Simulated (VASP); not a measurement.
Crystal: SnGe7.

```
Sn Ge
1.0
     0.00000    5.75893   -5.75893
     5.75893    5.75893    0.00000
     5.75893    0.00000   -5.75893
Sn Ge
2 14
Cartesian
  2.8795 2.8795 -5.7589
  5.7589 5.7589 -5.7589
  2.8795 0.0000 -2.8795
  5.7589 2.8795 -2.8795
  0.0000 2.8795 -2.8795
  2.8795 5.7589 -2.8795
  0.0000 0.0000 0.0000
  2.8795 2.8795 0.0000
  4.3192 4.3192 -4.3192
  7.1987 7.1987 -4.3192
  4.3192 7.1987 -7.1987
  7.1987 10.0781 -7.1987
  7.1987 4.3192 -7.1987
  10.0781 7.1987 -7.1987
  7.1987 7.1987 -10.0781
  10.0781 10.0781 -10.0781
```

```yaml
Program: VASP 6.6.1
Task: relaxation of cell and atoms
Functional: PBEsol
Potentials_or_basis: VASP PAW PBE potentials, release 64 (Sn_d, Ge_d)
Cutoff: 600 eV
k_mesh: 6 × 6 × 6
Occupations: gaussian, width 0.03 eV
Spin: no spin polarisation
```

At the start: pressure 1.6 GPa; volume 23.87 Å³/atom.

Problem. How do energy, volume and symmetry change on relaxing?

Solution. Over 10 steps the energy falls by 26.8 meV/atom and the volume is 24.28 Å³/atom (+1.7 %); space group Amm2 (No. 38, to 0.1 Å) before and after.

The path:
| step | energy change (eV) | largest force (eV/Å) | pressure (GPa) | volume (Å³) |
| --- | --- | --- | --- | --- |
| 1 | 0.0000 | 1.5541 | 1.64 | 381.99 |
| 2 | -0.3752 | 0.4296 | -1.02 | 395.68 |
| 3 | -0.3772 | 0.3497 | -1.17 | 396.80 |
| 4 | -0.4268 | 0.0586 | 0.02 | 388.13 |
| 5 | -0.4269 | 0.0574 | 0.06 | 388.24 |
| 6 | -0.4269 | 0.0551 | 0.03 | 388.49 |
| 7 | -0.4280 | 0.0374 | 0.01 | 388.54 |
| 8 | -0.4280 | 0.0336 | -0.02 | 388.56 |
| 9 | -0.4284 | 0.0119 | 0.00 | 388.41 |
| 10 | -0.4284 | 0.0094 | 0.03 | 388.41 |

Final structure:
```cif
data_structure
_symmetry_space_group_name_H-M 'P 1'
_symmetry_Int_Tables_number 1
_cell_length_a 8.1922
_cell_length_b 8.1789
_cell_length_c 8.1922
_cell_angle_alpha 60.054
_cell_angle_beta 59.987
_cell_angle_gamma 60.054
_cell_volume 388.41
loop_
_atom_site_label
_atom_site_type_symbol
_atom_site_fract_x
_atom_site_fract_y
_atom_site_fract_z
_atom_site_occupancy
Sn1 Sn 0.50044 0.99956 0.50044 1
Sn2 Sn 0.50044 0.49956 0.50044 1
Ge1 Ge 0.00028 0.00012 0.49949 1
Ge2 Ge 0.00028 0.50012 0.49949 1
Ge3 Ge 0.49949 0.00012 0.00028 1
Ge4 Ge 0.49949 0.50012 0.00028 1
Ge5 Ge 0.00045 0.99955 0.00045 1
Ge6 Ge 0.00045 0.49955 0.00045 1
Ge7 Ge 0.36546 0.38454 0.36546 1
Ge8 Ge 0.36546 0.88454 0.36546 1
Ge9 Ge 0.88843 0.37076 0.37006 1
Ge10 Ge 0.88843 0.87076 0.37006 1
Ge11 Ge 0.37006 0.37076 0.88843 1
Ge12 Ge 0.37006 0.87076 0.88843 1
Ge13 Ge 0.87539 0.37461 0.87539 1
Ge14 Ge 0.87539 0.87461 0.87539 1
```

Caveat: the PAW data sets were made with another functional, which shifts forces and pressure a little.
